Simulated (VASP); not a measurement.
Set up this calculation in VASP 6.6.1, as the native input.

* Task: relaxation of cell and atoms
* Functional: r2SCAN
* Potentials or basis: VASP PAW PBE potentials, release 64 (Y_sv, S)
* Cutoff: 600 eV
* k mesh: 14 × 14 × 14
* Occupations: gaussian, width 0.1 eV
* Spin: no spin polarisation
* Dipole correction: no
* Further INCAR settings: ALGO = Normal; EDIFF = 1e-06; IBRION = 2; EDIFFG = -0.005; NSW = 100; ISIF = 3

The system is YS.

```
CELL_PARAMETERS angstrom
0.00000 2.74365 2.74365
2.74365 0.00000 2.74365
2.74365 2.74365 0.00000
ATOMIC_POSITIONS crystal
Y 0.50000 0.50000 0.50000
S 0.00000 0.00000 0.00000
```

These files were run (other wordings do the same):

POSCAR

```
YS
1.0
    0.0000000000      2.7436500000      2.7436500000
    2.7436500000      0.0000000000      2.7436500000
    2.7436500000      2.7436500000      0.0000000000
Y S
1 1
Direct
    0.5000000000      0.5000000000      0.5000000000
    0.0000000000      0.0000000000      0.0000000000
```

INCAR.step1

```
PREC     = Accurate       # precision mode
ENCUT    = 600            # plane-wave cutoff, eV
ISMEAR   = 0              # smearing method
SIGMA    = 0.1            # smearing width, eV
LREAL    = F              # projectors in reciprocal space
LASPH    = T              # aspherical terms in the spheres
NELM     = 100            # most SCF steps
GGA      = PE             # functional
ALGO     = Normal         # electronic algorithm
EDIFF    = 1E-4           # SCF threshold, eV
LWAVE    = T              # write WAVECAR
LCHARG   = F              # write CHGCAR
```

INCAR.step2

```
PREC     = Accurate       # precision mode
ENCUT    = 600            # plane-wave cutoff, eV
EDIFF    = 1E-6           # SCF threshold, eV
ISMEAR   = 0              # smearing method
SIGMA    = 0.1            # smearing width, eV
LREAL    = F              # projectors in reciprocal space
LASPH    = T              # aspherical terms in the spheres
NELM     = 100            # most SCF steps
ALGO     = Normal         # electronic algorithm
ISIF     = 3              # what is computed and relaxed
LWAVE    = F              # write WAVECAR
LCHARG   = F              # write CHGCAR
METAGGA  = R2SCAN         # meta-GGA
LMIXTAU  = T            
IBRION   = 2              # ionic algorithm
NSW      = 100            # ionic steps
EDIFFG   = -0.005         # ionic threshold
ISTART   = 1
```

KPOINTS

```
Automatic mesh
0
Gamma
  14 14 14
```

Potentials or basis: VASP PAW PBE potentials, release 64 (Y_sv, S).

Launch:

```console
$ cat potpaw_PBE.64/Y_sv/POTCAR potpaw_PBE.64/S/POTCAR > POTCAR
$ cp INCAR.step1 INCAR
$ mpirun -np 1 vasp_std > vasp.out
$ cp INCAR.step2 INCAR
$ mpirun -np 1 vasp_std > vasp.out
```

It gave:

```
Relaxed volume                         : 21.08 Å³/atom
Relaxed cell                           : a = 3.906 Å, b = 3.906 Å, c = 3.906 Å, α = 60.00°, β = 60.00°, γ = 60.00°
Space group after relaxing (to 0.05 Å) : Fm-3m (No. 225)
Energy gained by relaxing              : 2.8 meV/atom
Ionic steps                            : 3
Pressure after relaxing                : 0.0 GPa
```

Caveat: the PAW data sets were made with another functional, which shifts forces and pressure a little.

Wall time 3.8 min on 1 thread of Intel(R) Xeon(R) 6975P-C (Granite Rapids), on a shared host, peak memory 0.27 GiB.
